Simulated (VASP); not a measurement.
Crystal: ZnS3.

```
Zn S
1.0
     4.86491    0.00000    0.00000
    -2.43245    4.21313    0.00000
     0.00000    0.00000    3.88580
Zn S
1 3
Direct
  0.00000 0.00000 0.50000
  0.50000 0.00000 0.00000
  0.00000 0.50000 0.00000
  0.50000 0.50000 0.00000
```

```yaml
Program: VASP 6.6.1
Task: relaxation of cell and atoms
Functional: PBE
Potentials_or_basis: VASP PAW PBE potentials, release 64 (Zn, S)
Cutoff: 600 eV
k_mesh: 12 × 12 × 12
Occupations: gaussian, width 0.1 eV
Spin: no spin polarisation
```

At the start: pressure -0.2 GPa; volume 19.91 Å³/atom.

Question: Where does the relaxation end?

Answer: Over 5 steps the energy falls by 4.0 meV/atom and the volume is 19.36 Å³/atom (-2.8 %); space group P6/mmm (No. 191, to 0.05 Å).

Step by step:
| step | energy change (eV) | largest force (eV/Å) | pressure (GPa) | volume (Å³) |
| --- | --- | --- | --- | --- |
| 1 | 0.0000 | 0.0000 | -0.16 | 79.65 |
| 2 | -0.0080 | 0.0000 | -0.51 | 79.42 |
| 3 | -0.0119 | 0.0000 | -0.91 | 79.11 |
| 4 | -0.0161 | 0.0000 | -0.13 | 77.66 |
| 5 | -0.0162 | 0.0000 | -0.02 | 77.42 |

Final structure:
```cif
data_structure
_symmetry_space_group_name_H-M 'P 1'
_symmetry_Int_Tables_number 1
_cell_length_a 4.8848
_cell_length_b 4.8848
_cell_length_c 3.7467
_cell_angle_alpha 90.000
_cell_angle_beta 90.000
_cell_angle_gamma 120.000
_cell_volume 77.42
loop_
_atom_site_label
_atom_site_type_symbol
_atom_site_fract_x
_atom_site_fract_y
_atom_site_fract_z
_atom_site_occupancy
Zn1 Zn 0.00000 0.00000 0.50000 1
S1 S 0.50000 0.00000 0.00000 1
S2 S 0.00000 0.50000 0.00000 1
S3 S 0.50000 0.50000 0.00000 1
```
